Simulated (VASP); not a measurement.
# Al12NO in VASP: single point with PBE

Aim: the single point of Al12NO with PBE.

Program: VASP 6.6.1. These are calculated values, not measurements. Logs are shortened: lines on timing, memory, paths and dates and some standing lists are left out, and cuts for length are marked.

### 1 The cell of the first run

The cell holds a slab with vacuum, 14 atoms: a = 5.714 Å, b = 5.714 Å, c = 22.175 Å, α = 90.00°, β = 90.00°, γ = 90.00°.

### 2 Single point, PBE, collinear spin, ferromagnetic start

File INCAR:

```
SYSTEM = Al12NO
PREC     = Accurate       ! precision mode
ENCUT    = 520            ! plane-wave cutoff, eV
EDIFF    = 1E-7           ! SCF threshold, eV
ISMEAR   = 0              ! smearing method
SIGMA    = 0.1            ! smearing width, eV
LREAL    = .FALSE.        ! projectors in reciprocal space
LASPH    = .TRUE.         ! aspherical terms in the spheres
NELM     = 150            ! most SCF steps
ALGO     = Normal         ! electronic algorithm
ISIF     = 2              ! what is computed and relaxed
LWAVE    = .FALSE.        ! write WAVECAR
LCHARG   = .TRUE.         ! write CHGCAR
ISPIN    = 2              ! spin polarisation
MAGMOM   = 0 0 0 0 0 0 0 0 0 0 0 0 1 0 ! initial moments
LORBIT   = 11             ! projections on sites
LDIPOL   = .TRUE.       
IDIPOL   = 3            
DIPOL    = 0.5 0.5 0.305
GGA      = PE             ! functional
LELF     = .TRUE.         ! ELF
LVHAR    = .TRUE.       
LVACPOTAV= .TRUE.       
NBANDS   = 40             ! bands
```

File KPOINTS:

```
Automatic mesh
0
G
  5 5 1
  0 0 0
```

File POSCAR:

```
Al12NO
1.0
    5.7143028096      0.0000000000      0.0000000000
    0.0000000000      5.7143028096      0.0000000000
    0.0000000000      0.0000000000     22.1750227966
Al N O
12 1 1
Direct
    0.2500000000      0.2500000000      0.1803831291
    0.2500000000      0.7500000000      0.1803831291
    0.7500000000      0.2500000000      0.1803831291
    0.7500000000      0.7500000000      0.1803831291
    0.0000000000      0.0000000000      0.2744094953
    0.0000000000      0.5000000000      0.2744094953
    0.5000000000      0.0000000000      0.2744094953
    0.5000000000      0.5000000000      0.2744094953
    0.2500000000      0.2500000000      0.3686590481
    0.2500000000      0.7500000000      0.3686590481
    0.7500000000      0.2500000000      0.3686590481
    0.7500000000      0.7500000000      0.3686590481
    0.3985003037      0.5000000000      0.4859080821
    0.6014996963      0.5000000000      0.4859080821
```

Potentials or basis: VASP PAW PBE potentials, release 64 (Al, N, O).

Started as:

```console
> cat potpaw_PBE.64/Al/POTCAR potpaw_PBE.64/N/POTCAR potpaw_PBE.64/O/POTCAR > POTCAR
> mpirun -np 1 vasp_std > vasp.out
```

OUTCAR:

```text
SYSTEM = Al12NO
   PREC = Accurate
   ENCUT = 520
   EDIFF = 1E-7
   ISMEAR = 0
   LREAL = .FALSE.
   LASPH = .TRUE.
   NELM = 150
   ISIF = 2
   ISPIN = 2
   LORBIT = 11
   GGA = PE

 ion  position               nearest neighbor table
   1  0.250  0.250  0.180-   2 2.86   3 2.86   2 2.86   3 2.86   7 2.90   8 2.90   5 2.90   6 2.90

   2  0.250  0.750  0.180-   1 2.86   4 2.86   1 2.86   4 2.86   7 2.90   8 2.90   5 2.90   6 2.90

   3  0.750  0.250  0.180-   1 2.86   4 2.86   4 2.86   1 2.86   7 2.90   8 2.90   5 2.90   6 2.90
[... 15 lines left out ...]
  11  0.750  0.250  0.369-   9 2.86  12 2.86  12 2.86   9 2.86   5 2.91   6 2.91   7 2.91   8 2.91

  12  0.750  0.750  0.369-  10 2.86  11 2.86  11 2.86  10 2.86   5 2.91   6 2.91   7 2.91   8 2.91

  13  0.399  0.500  0.486-  14 1.16
  14  0.601  0.500  0.486-  13 1.16

  LATTYP: Found a simple tetragonal cell.
 ALAT       =     5.7143028096
 C/A-ratio  =     3.8806173798

  Lattice vectors:

 A1 = (   5.7143028096,   0.0000000000,   0.0000000000)
 A2 = (   0.0000000000,   5.7143028096,   0.0000000000)
 A3 = (   0.0000000000,   0.0000000000,  22.1750227966)

Analysis of symmetry for initial positions (statically):
=====================================================================
 Subroutine PRICEL returns:
 Original cell was already a primitive cell.

 Routine SETGRP: Setting up the symmetry group for a
 simple tetragonal supercell.

 Subroutine GETGRP returns: Found  2 space group operations
 (whereof  2 operations were pure point group operations)
 out of a pool of 16 trial point group operations.

The static configuration has the point symmetry C_1h.

Analysis of symmetry for dynamics (positions and initial velocities):
=====================================================================
 Subroutine PRICEL returns:
 Original cell was already a primitive cell.

 Routine SETGRP: Setting up the symmetry group for a
 simple tetragonal supercell.

 Subroutine GETGRP returns: Found  2 space group operations
 (whereof  2 operations were pure point group operations)
 out of a pool of 16 trial point group operations.

The dynamic configuration has the point symmetry C_1h.

Analysis of structural, dynamic, and magnetic symmetry:
=====================================================================
 Subroutine PRICEL returns:
[... 517 lines left out ...]
     34       2.0038      0.00000
     35       2.2182      0.00000
 Fermi energy:        -0.7481291625

 spin component 2

 k-point     1 :       0.0000    0.0000    0.0000
  band No.  band energies     occupation
      1     -27.6744      1.00000
      2     -12.9326      1.00000
      3     -10.8956      1.00000
      4      -9.0907      1.00000
      5      -9.0905      1.00000
      6      -8.5200      1.00000
[... 331 lines left out ...]
     34       2.0045      0.00000
     35       2.2182      0.00000
 [bands above 35 left out]

------------------------ aborting loop because EDIFF is reached ----------------------------------------

  FORCE on cell =-STRESS in cart. coord.  units (eV):
  Direction    XX          YY          ZZ          XY          YZ          ZX
  --------------------------------------------------------------------------------------
  -------------------------------------------------------------------------------------
  Total       -6.0942477     -7.1893863     -0.7196646      0.0000000      0.0000000     -0.4460922
  in kB      -13.4846634    -15.9078623     -1.5923926      0.0000000      0.0000000     -0.9870624
  external PRESSURE =     -10.3283061 kB  Pullay stress =       0.0000000 kB

 VOLUME and BASIS-vectors are now :
 -----------------------------------------------------------------------------
  energy-cutoff  :      520.00
  volume of cell :      724.09
      direct lattice vectors                 reciprocal lattice vectors
     5.714302810  0.000000000  0.000000000     0.174999476  0.000000000  0.000000000
     0.000000000  5.714302810  0.000000000     0.000000000  0.174999476  0.000000000
     0.000000000  0.000000000 22.175022797     0.000000000  0.000000000  0.045095782

 POSITION                                       TOTAL-FORCE (eV/Angst)
 -----------------------------------------------------------------------------------
      1.42858      1.42858      4.00000        -0.024493     -0.008175      0.028427
      1.42858      4.28573      4.00000        -0.024493      0.008175      0.028427
      4.28573      1.42858      4.00000         0.018868      0.004982      0.006749
      4.28573      4.28573      4.00000         0.018868     -0.004982      0.006749
      0.00000      0.00000      6.08504         0.009561      0.000000      0.034733
      0.00000      2.85715      6.08504         0.044016      0.000000      0.044454
      2.85715      0.00000      6.08504        -0.003056      0.000000     -0.023440
      2.85715      2.85715      6.08504        -0.018588      0.000000      0.025656
      1.42858      1.42858      8.17502         0.000132      0.003651      0.092578
      1.42858      4.28573      8.17502         0.000132     -0.003651      0.092578
      4.28573      1.42858      8.17502         0.071924     -0.108232     -0.132479
      4.28573      4.28573      8.17502         0.071924      0.108232     -0.132479
      2.27715      2.85715     10.77502        -1.756175      0.000000     -0.401882
      3.43715      2.85715     10.77502         1.591383      0.000000      0.329929
 -----------------------------------------------------------------------------------
    total drift:                               -0.000462      0.000000      0.000670

  FREE ENERGIE OF THE ION-ELECTRON SYSTEM (eV)
  ---------------------------------------------------
  free  energy   TOTEN  =       -53.6692605919 eV

  energy  without entropy=      -53.6347442803  energy(sigma->0) =      -53.65200244

 vacuum level on the upper side and lower side of the slab         3.675         3.670

 total charge

# of ion       s       p       d       tot
------------------------------------------
    1        0.476   0.283   0.000   0.759
    2        0.476   0.283   0.000   0.759
    3        0.475   0.283   0.000   0.759
    4        0.475   0.283   0.000   0.759
    5        0.428   0.333   0.000   0.761
    6        0.427   0.335   0.000   0.763
    7        0.430   0.333   0.000   0.763
    8        0.429   0.332   0.000   0.761
    9        0.469   0.286   0.000   0.755
   10        0.469   0.286   0.000   0.755
   11        0.477   0.284   0.000   0.761
   12        0.477   0.284   0.000   0.761
   13        1.355   2.315   0.000   3.669
   14        1.621   3.460   0.000   5.081
--------------------------------------------------
tot          8.485   9.380   0.000  17.865

 magnetization (x)

# of ion       s       p       d       tot
------------------------------------------
    1       -0.000   0.000   0.000  -0.000
    2       -0.000   0.000   0.000  -0.000
    3       -0.000  -0.000   0.000  -0.000
    4       -0.000  -0.000   0.000  -0.000
    5        0.002  -0.001   0.000   0.001
    6       -0.000  -0.002   0.000  -0.002
    7        0.001   0.000   0.000   0.001
    8       -0.000  -0.001   0.000  -0.001
    9       -0.003  -0.002   0.000  -0.004
   10       -0.003  -0.002   0.000  -0.004
   11       -0.001   0.001   0.000   0.000
   12       -0.001   0.001   0.000   0.000
   13        0.003   0.125   0.000   0.128
   14        0.001   0.073   0.000   0.074
--------------------------------------------------
tot         -0.003   0.194   0.000   0.191
```

It took 41 min on 1 thread of Oxide Virtual Turin-like, shared host; peak memory 1 GiB.

Results:

| Property | Result |
| --- | --- |
| Free energy | -53.6693 eV |
| Largest force | 1.802 eV/Å |
| Net moment | 0.26 μB per cell |
| Site moments | Al -0.00, +0.00 (each value once); N +0.13; O +0.07 μB |
| Valence electrons inside the program's atomic spheres | Al 0.76; N 3.67; O 5.08 |

Forces on the atoms (eV/Å):
```
Al  -0.024 -0.008  0.028
Al  -0.024  0.008  0.028
Al   0.019  0.005  0.007
Al   0.019 -0.005  0.007
Al   0.010  0.000  0.035
Al   0.044  0.000  0.044
Al  -0.003  0.000 -0.023
Al  -0.019  0.000  0.026
Al   0.000  0.004  0.093
Al   0.000 -0.004  0.093
Al   0.072 -0.108 -0.132
Al   0.072  0.108 -0.132
N   -1.756  0.000 -0.402
O    1.591  0.000  0.330
```

Caveat: the standard files for N, O and F lose accuracy on very short bonds.
